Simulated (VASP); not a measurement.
## Ti: single point with BLYP

Crystal: Ti.

```
Ti
1.0
     5.23435    0.00000    0.00000
     0.00000    5.23435    0.00000
     0.00000    0.00000    5.23435
Ti
8
Direct
  0.00000 0.00000 0.00000
  0.50000 0.50000 0.50000
  0.25000 0.00000 0.50000
  0.75000 0.00000 0.50000
  0.50000 0.25000 0.00000
  0.50000 0.75000 0.00000
  0.00000 0.50000 0.25000
  0.00000 0.50000 0.75000
```

| Quantity | Value |
| --- | --- |
| Program | VASP 6.6.1 |
| Task | single point |
| Functional | BLYP |
| Potentials or basis | VASP PAW PBE potentials, release 64 (Ti_sv) |
| Cutoff | 520 eV |
| k mesh | 7 × 7 × 7 |
| Occupations | fermi-dirac, width 0.1 eV |
| Spin | no spin polarisation |

| Item | Value |
| --- | --- |
| Pressure | -0.1 GPa |
| Band gap on the k mesh | zero (band 48 reaches 8.20 eV, above the bottom of band 49 at 7.73 eV) |

Levels at points of the mesh, in eV from the Fermi level:
```tsv
k point	band 45	band 46	band 47	band 48	band 49	band 50	band 51	band 52
(0.00, 0.00, 0.00)	-0.44	-0.44	-0.42	-0.42	-0.42	-0.03	-0.02	-0.02
```

Run time: 3.8 min on 1 thread of Intel(R) Xeon(R) Platinum 8488C (Sapphire Rapids), with other jobs on the host, peak memory 0.28 GiB.

Caveat: the PAW data sets were made with another functional, which shifts forces and pressure a little.
